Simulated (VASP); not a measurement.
# Mg26BO27 (a cell with a defect) (Periclase) in VASP: single point with PBE

Aim: the single point of Mg26BO27 (a cell with a defect) (Periclase) with PBE.

All numbers are computed with VASP 6.6.1; they aren't measurements. Logs are shortened: lines on timing, memory, paths and dates and some standing lists are left out, and cuts for length are marked.

### Step 1. The cell of the first run

The cell holds a defect, 54 atoms: a = 8.946 Å, b = 8.946 Å, c = 8.946 Å, α = 60.00°, β = 60.00°, γ = 60.00°.

### Step 2. Single point, PBE

The input, INCAR:

```
ALGO = Normal
EDIFF = 1E-6
ENCUT = 520
GGA = PE
ISIF = 2
ISMEAR = -1
LASPH = True
LCHARG = False
LREAL = Auto
LWAVE = False
NBANDS = 142
NELECT = 216.0
NELM = 60
PREC = Accurate
SIGMA = 0.01
```

The input, KPOINTS:

```
k-points
0
Gamma
  3 3 3
```

The input, POSCAR:

```
Mg26BO27
1.0
    0.0000000000      6.3255000000      6.3255000000
    6.3255000000      0.0000000000      6.3255000000
    6.3255000000      6.3255000000      0.0000000000
B Mg O
1 26 27
Direct
    0.0000000000      0.0000000000      0.0000000000
    0.0000000000      0.0000000000      0.3308688327
    0.0000000000      0.0000000000      0.6691311673
    0.0000000000      0.3308688327      0.0000000000
    0.0012306437      0.3329231188      0.3329231188
    0.0000000000      0.3308688327      0.6691311673
    0.0000000000      0.6691311673      0.0000000000
    0.0000000000      0.6691311673      0.3308688327
   -0.0012306437      0.6670768812      0.6670768812
    0.3308688327      0.0000000000      0.0000000000
    0.3329231188      0.0012306437      0.3329231188
    0.3308688327      0.0000000000      0.6691311673
    0.3329231188      0.3329231188      0.0012306437
    0.3329231188      0.3329231188      0.3329231188
    0.3356226739      0.3356226739      0.6643773261
    0.3308688327      0.6691311673      0.0000000000
    0.3356226739      0.6643773261      0.3356226739
    0.3356226739      0.6643773261      0.6643773261
    0.6691311673      0.0000000000      0.0000000000
    0.6691311673      0.0000000000      0.3308688327
    0.6670768812     -0.0012306437      0.6670768812
    0.6691311673      0.3308688327      0.0000000000
    0.6643773261      0.3356226739      0.3356226739
    0.6643773261      0.3356226739      0.6643773261
    0.6670768812      0.6670768812     -0.0012306437
    0.6643773261      0.6643773261      0.3356226739
    0.6670768812      0.6670768812      0.6670768812
    0.1663452696      0.1663452696      0.1663452696
    0.1663452696      0.1663452696      0.5009641913
    0.1481682780      0.1481682780      0.8518317220
    0.1663452696      0.5009641913      0.1663452696
    0.1676129129      0.5000000000      0.5000000000
    0.1676129129      0.5000000000      0.8323870871
    0.1481682780      0.8518317220      0.1481682780
    0.1676129129      0.8323870871      0.5000000000
    0.1481682780      0.8518317220      0.8518317220
    0.5009641913      0.1663452696      0.1663452696
    0.5000000000      0.1676129129      0.5000000000
    0.5000000000      0.1676129129      0.8323870871
    0.5000000000      0.5000000000      0.1676129129
    0.5000000000      0.5000000000      0.5000000000
    0.5000000000      0.5000000000      0.8323870871
    0.5000000000      0.8323870871      0.1676129129
    0.5000000000      0.8323870871      0.5000000000
    0.4990358087      0.8336547304      0.8336547304
    0.8518317220      0.1481682780      0.1481682780
    0.8323870871      0.1676129129      0.5000000000
    0.8518317220      0.1481682780      0.8518317220
    0.8323870871      0.5000000000      0.1676129129
    0.8323870871      0.5000000000      0.5000000000
    0.8336547304      0.4990358087      0.8336547304
    0.8518317220      0.8518317220      0.1481682780
    0.8336547304      0.8336547304      0.4990358087
    0.8336547304      0.8336547304      0.8336547304
```

Potentials or basis: VASP PAW PBE potentials, release 64 (B, Mg, O).

On the command line:

```console
> cat potpaw_PBE.64/B/POTCAR potpaw_PBE.64/Mg/POTCAR potpaw_PBE.64/O/POTCAR > POTCAR
> mpirun -np 1 vasp_std > vasp.out
```

OUTCAR:

```text
EDIFF = 1E-6
   ENCUT = 520
   GGA = PE
   ISIF = 2
   ISMEAR = -1
   LASPH = True
   LREAL = Auto
   NELECT = 216.0
   NELM = 60
   PREC = Accurate

 ion  position               nearest neighbor table
   1  0.000  0.000  0.000-  30 1.87  34 1.87  36 1.87  46 1.87  48 1.87  52 1.87
   2  0.000  0.000  0.331-  34 2.10  46 2.10  53 2.10  28 2.10  47 2.13  35 2.13  10 2.96  20 2.96
                             4 2.96   8 2.96   9 2.99  21 2.99   5 2.99  11 2.99  17 3.00  23 3.00
   3  0.000  0.000  0.669-  36 2.10  48 2.10  29 2.10  54 2.10  35 2.13  47 2.13  12 2.96  19 2.96
                             6 2.96   7 2.96   5 2.99  11 2.99   9 2.99  21 2.99  18 3.00  24 3.00
   4  0.000  0.331  0.000-  30 2.10  46 2.10  51 2.10  28 2.10  49 2.13  33 2.13  10 2.96  22 2.96
                             2 2.96   6 2.96   9 2.99  25 2.99   5 2.99  13 2.99  23 3.00  15 3.00
   5  0.001  0.333  0.333-  28 2.11  29 2.11  31 2.11  50 2.11  49 2.11  47 2.11  11 2.97  13 2.97
                            14 2.97  24 2.99  26 2.99  23 2.99   6 2.99   8 2.99   7 2.99   3 2.99
   6  0.000  0.331  0.669-  30 2.10  48 2.10  29 2.10  51 2.10  50 2.13  32 2.13  12 2.96  22 2.96
                             3 2.96   4 2.96   5 2.99   9 2.99  14 2.99  27 2.99  24 3.00  15 3.00
   7  0.000  0.669  0.000-  36 2.10  52 2.10  31 2.10  54 2.10  33 2.13  49 2.13  16 2.96  19 2.96
                             3 2.96   8 2.96   5 2.99  13 2.99   9 2.99  25 2.99  18 3.00  26 3.00
   8  0.000  0.669  0.331-  34 2.10  52 2.10  31 2.10  53 2.10  32 2.13  50 2.13  16 2.96  20 2.96
                             2 2.96   7 2.96   5 2.99   9 2.99  14 2.99  27 2.99  26 3.00  17 3.00
   9  0.999  0.667  0.667-  54 2.11  53 2.11  51 2.11  32 2.11  35 2.11  33 2.11  21 2.97  25 2.97
                            27 2.97  17 2.99  15 2.99  18 2.99   6 2.99   8 2.99   2 2.99   4 2.99
[... 61 lines left out ...]
  53  0.834  0.834  0.499-   8 2.10  20 2.10   2 2.10  27 2.11  21 2.11   9 2.11
  54  0.834  0.834  0.834-   3 2.10   7 2.10  19 2.10   9 2.11  21 2.11  25 2.11

  LATTYP: Found a face centered cubic cell.
 ALAT       =    12.6510000000

  Lattice vectors:

 A1 = (   0.0000000000,   6.3255000000,   6.3255000000)
 A2 = (   6.3255000000,   0.0000000000,   6.3255000000)
 A3 = (   6.3255000000,   6.3255000000,   0.0000000000)

Analysis of symmetry for initial positions (statically):
=====================================================================
 Subroutine PRICEL returns:
 Original cell was already a primitive cell.

 Routine SETGRP: Setting up the symmetry group for a
 face centered cubic supercell.

 Subroutine GETGRP returns: Found 48 space group operations
 (whereof 48 operations were pure point group operations)
 out of a pool of 48 trial point group operations.

The static configuration has the point symmetry O_h .

Analysis of symmetry for dynamics (positions and initial velocities):
=====================================================================
 Subroutine PRICEL returns:
 Original cell was already a primitive cell.

 Routine SETGRP: Setting up the symmetry group for a
 face centered cubic supercell.

 Subroutine GETGRP returns: Found 48 space group operations
 (whereof 48 operations were pure point group operations)
 out of a pool of 48 trial point group operations.

The dynamic configuration has the point symmetry O_h .

 Subroutine INISYM returns: Found 48 space group operations
 (whereof 48 operations are pure point group operations),
 and found     1 'primitive' translations

----------------------------------------------------------------------------------------

                                     Primitive cell

  volume of cell :     506.1912

  direct lattice vectors                    reciprocal lattice vectors
     0.000000000  6.325500000  6.325500000    -0.079045135  0.079045135  0.079045135
     6.325500000  0.000000000  6.325500000     0.079045135 -0.079045135  0.079045135
     6.325500000  6.325500000  0.000000000     0.079045135  0.079045135 -0.079045135

  length of vectors
     8.945607889  8.945607889  8.945607889     0.136910190  0.136910190  0.136910190

  position of ions in fractional coordinates (direct lattice)
     0.000000000  0.000000000  0.000000000
     0.000000000  0.000000000  0.330868833
     0.000000000  0.000000000  0.669131167
     0.000000000  0.330868833  0.000000000
     0.001230644  0.332923119  0.332923119
     0.000000000  0.330868833  0.669131167
[... 46 lines left out ...]
     0.833654730  0.833654730  0.499035809
     0.833654730  0.833654730  0.833654730

  ion indices of the primitive-cell ions
   primitive index   ion index
                 1           1
                 2           2
                 3           3
                 4           4
                 5           5
                 6           6
[... 46 lines left out ...]
                53          53
                54          54

----------------------------------------------------------------------------------------

 KPOINTS: k-points

Automatic generation of k-mesh.
 Grid dimensions read from file:
 generate k-points for:    3    3    3

 Generating k-lattice:

  Cartesian coordinates                     Fractional coordinates (reciprocal lattice)
    -0.026348378  0.026348378  0.026348378     0.333333333  0.000000000  0.000000000
     0.026348378 -0.026348378  0.026348378     0.000000000  0.333333333  0.000000000
     0.026348378  0.026348378 -0.026348378     0.000000000  0.000000000  0.333333333

  Length of vectors
     0.045636730  0.045636730  0.045636730

  Shift w.r.t. Gamma in fractional coordinates (k-lattice)
     0.000000000  0.000000000  0.000000000

 Subroutine IBZKPT returns following result:
 ===========================================

 Found      4 irreducible k-points:

 Following reciprocal coordinates:
            Coordinates               Weight
  0.000000  0.000000  0.000000      1.000000
  0.333333  0.000000  0.000000      8.000000
  0.333333  0.333333  0.000000      6.000000
 -0.333333  0.333333  0.000000     12.000000
   k-points           NKPTS =      4   k-points in BZ     NKDIM =      4   number of bands    NBANDS=    142
   number of dos      NEDOS =    301   number of ions     NIONS =     54
   total plane-waves  NPLWV = 343000
   dimension x,y,z NGX =    70 NGY =   70 NGZ =   70
   dimension x,y,z NGXF=   140 NGYF=  140 NGZF=  140
   ions per type =               1  26  27
   NGX,Y,Z   is equivalent  to a cutoff of  13.01, 13.01, 13.01 a.u.
   NGXF,Y,Z  is equivalent  to a cutoff of  26.02, 26.02, 26.02 a.u.
 SYSTEM =  unknown system
   PREC   = accura    normal or accurate (medium, high low for compatibility)
   ISTART =      0    job   : 0-new  1-cont  2-samecut
   ICHARG =      2    charge: 1-file 2-atom 10-const
   ISPIN  =      1    spin polarized calculation?
   LNONCOLLINEAR =      F non collinear calculations
   LSORBIT =      F    spin-orbit coupling
   LASPH  =      T    aspherical Exc in radial PAW
   ENCUT  =  520.0 eV  38.22 Ry    6.18 a.u.  16.63 16.63 16.63*2*pi/ulx,y,z
   NELM   =     60;   NELMIN=  2; NELMDL= -5     # of ELM steps
   EDIFF  = 0.1E-05   stopping-criterion for ELM
   LREAL  =      T    real-space projection
   EDIFFG = 0.1E-04   stopping-criterion for IOM
   NSW    =      0    number of steps for IOM
   IBRION =     -1    ionic relax: 0-MD 1-quasi-New 2-CG
   NFREE  =      0    steps in history (QN), initial steepest desc. (CG)
   ISIF   =      2    stress and relaxation
   ISYM   =      2    0-nonsym 1-usesym 2-fastsym
   POTIM  = 0.5000    time-step for ionic-motion
   TEBEG  =    0.0;   TEEND  =   0.0 temperature during run
   PSTRESS=    0.0 pullay stress
   NELECT =     216.0000    total number of electrons
   NUPDOWN=      -1.0000    fix difference up-down
   EMIN   =  10.00;   EMAX   =-10.00  energy-range for DOS
   EFERMI =   0.00;   METHOD = LEGACY
   ISMEAR =    -1;   SIGMA  =   0.01  broadening in eV -4-tet -1-fermi 0-gaus
   EFERMI_NEDOS =   21; number of points for ismear=-14 and -15
   IALGO  =     38    algorithm
   IMIX   =      4    mixing-type and parameters
     AMIX     =   0.40;   BMIX     =  1.00
     AMIX_MAG =   1.60;   BMIX_MAG =  1.00
  volume/ion in A,a.u.               =       9.37        63.26
  Fermi-wavevector in a.u.,A,eV,Ry     =   1.232503  2.329092 20.668107  1.519063
  Thomas-Fermi vector in A             =   2.367270
   LORBIT       =      0    0 simple, 1 ext, 2 COOP (PROOUT), +10 PAW based schemes
   GGA     = PE    functional components
   LHFCALC =     F    Hartree Fock is set to
   AEXX    =    0.0000 exact exchange contribution
   IVDW    =     0    specifies the selected vdW correction
   LEPSILON=     F    determine dielectric tensor
   LRPA    =     F    only Hartree local field effects (RPA)
 non-spin polarized calculation
  energy-cutoff  :      520.00
  volume of cell :      506.19
 maximum number of plane-waves:     13666
 NGX is ok and might be reduce to    70
   NGX = 33   NGY = 33   NGZ = 33

 number of electron     216.0000001 magnetization

 Free energy of the ion-electron system (eV)
  ---------------------------------------------------
  ext. energy  EPLUGINS =         0.00000000
  ---------------------------------------------------
  free energy    TOTEN  =      -326.31438820 eV

  energy without entropy =     -326.31438820  energy(sigma->0) =     -326.31438820

 E-fermi :   3.3430     XC(G=0): -11.0228

 val. band max:        3.1084772643   @ k =   0.0000   0.0000   0.0000
 cond. band min:       7.2565046132   @ k =   0.0000   0.0000   0.0000
 fundamental gap:      4.1480273489
 Fermi energy:         3.3430105097

 k-point     1 :       0.0000    0.0000    0.0000
  band No.  band energies     occupation
      1     -14.4052      2.00000
      2     -13.7336      2.00000
      3     -13.3139      2.00000
      4     -13.3139      2.00000
      5     -13.3139      2.00000
      6     -13.1684      2.00000
[... 481 lines left out ...]
    119      11.7185      0.00000
    120      11.7521      0.00000
 [bands above 120 left out]

------------------------ aborting loop because EDIFF is reached ----------------------------------------

  FORCE on cell =-STRESS in cart. coord.  units (eV):
  Direction    XX          YY          ZZ          XY          YZ          ZX
  --------------------------------------------------------------------------------------
  -------------------------------------------------------------------------------------
  Total       -6.5060044     -6.5060044     -6.5060044      0.0000000      0.0000000     -0.0000000
  in kB      -20.5925608    -20.5925608    -20.5925608      0.0000000      0.0000000     -0.0000000
  external PRESSURE =     -20.5925608 kB  Pullay stress =       0.0000000 kB

 VOLUME and BASIS-vectors are now :
 -----------------------------------------------------------------------------
  energy-cutoff  :      520.00
  volume of cell :      506.19
      direct lattice vectors                 reciprocal lattice vectors
     0.000000000  6.325500000  6.325500000    -0.079045135  0.079045135  0.079045135
     6.325500000  0.000000000  6.325500000     0.079045135 -0.079045135  0.079045135
     6.325500000  6.325500000  0.000000000     0.079045135  0.079045135 -0.079045135

 POSITION                                       TOTAL-FORCE (eV/Angst)
 -----------------------------------------------------------------------------------
      0.00000      0.00000      0.00000         0.000000      0.000000     -0.000000
      2.09291      2.09291      0.00000        -0.000957     -0.000957     -0.000000
      4.23259      4.23259      0.00000         0.000957      0.000957     -0.000000
      2.09291      0.00000      2.09291        -0.000957      0.000000     -0.000957
      4.21181      2.11369      2.11369        -0.006563      0.006563      0.006563
      6.32550      4.23259      2.09291         0.000000      0.000957     -0.000957
[... 46 lines left out ...]
      8.42993      8.42993     10.54657        -0.001236     -0.001236      0.001236
     10.54657     10.54657     10.54657         0.001236      0.001236      0.001236
 -----------------------------------------------------------------------------------
    total drift:                                0.000000      0.000000     -0.000000

  FREE ENERGIE OF THE ION-ELECTRON SYSTEM (eV)
  ---------------------------------------------------
  free  energy   TOTEN  =      -326.3143882030 eV

  energy  without entropy=     -326.3143882030  energy(sigma->0) =     -326.31438820
```

Run time: 10 min. Hardware: 1 thread of Intel Xeon 6975P-C (Granite Rapids), shared host; peak memory 0.79 GiB.

Results:

```yaml
Free_energy: -326.3144 eV
Largest_force: 0.011 eV/Å
```

Forces in eV/Å, atoms in the order of the input:
```
B    0.000  0.000  0.000
Mg  -0.001 -0.001  0.000
Mg   0.001  0.001  0.000
Mg  -0.001  0.000 -0.001
Mg  -0.007  0.007  0.007
Mg   0.000  0.001 -0.001
Mg   0.001  0.000  0.001
Mg   0.000 -0.001  0.001
Mg   0.007 -0.007 -0.007
Mg   0.000 -0.001 -0.001
Mg   0.007 -0.007  0.007
Mg   0.001  0.000 -0.001
Mg   0.007  0.007 -0.007
Mg  -0.007 -0.007 -0.007
Mg   0.000  0.000  0.002
Mg   0.001 -0.001  0.000
Mg   0.000  0.002  0.000
Mg  -0.002  0.000  0.000
Mg   0.000  0.001  0.001
Mg  -0.001  0.000  0.001
Mg  -0.007  0.007 -0.007
Mg  -0.001  0.001  0.000
Mg   0.002  0.000  0.000
Mg   0.000 -0.002  0.000
Mg  -0.007 -0.007  0.007
Mg   0.000  0.000 -0.002
Mg   0.007  0.007  0.007
O   -0.001 -0.001 -0.001
O    0.001  0.001 -0.001
O    0.000  0.000  0.010
O    0.001 -0.001  0.001
O    0.000  0.004  0.004
O   -0.004  0.000  0.004
O    0.000  0.010  0.000
O   -0.004  0.004  0.000
O   -0.010  0.000  0.000
O   -0.001  0.001  0.001
O    0.004  0.000  0.004
O    0.000 -0.004  0.004
O    0.004  0.004  0.000
O    0.000  0.000  0.000
O   -0.004 -0.004  0.000
O    0.000  0.004 -0.004
O   -0.004  0.000 -0.004
O    0.001 -0.001 -0.001
O    0.010  0.000  0.000
O    0.004 -0.004  0.000
O    0.000 -0.010  0.000
O    0.004  0.000 -0.004
O    0.000 -0.004 -0.004
O   -0.001  0.001 -0.001
O    0.000  0.000 -0.010
O   -0.001 -0.001  0.001
O    0.001  0.001  0.001
```

Caveat: the cell carries a net charge on a neutralising background, which shifts energy and pressure; the cell is charged against a uniform background, so pressure and absolute levels hang on convention.
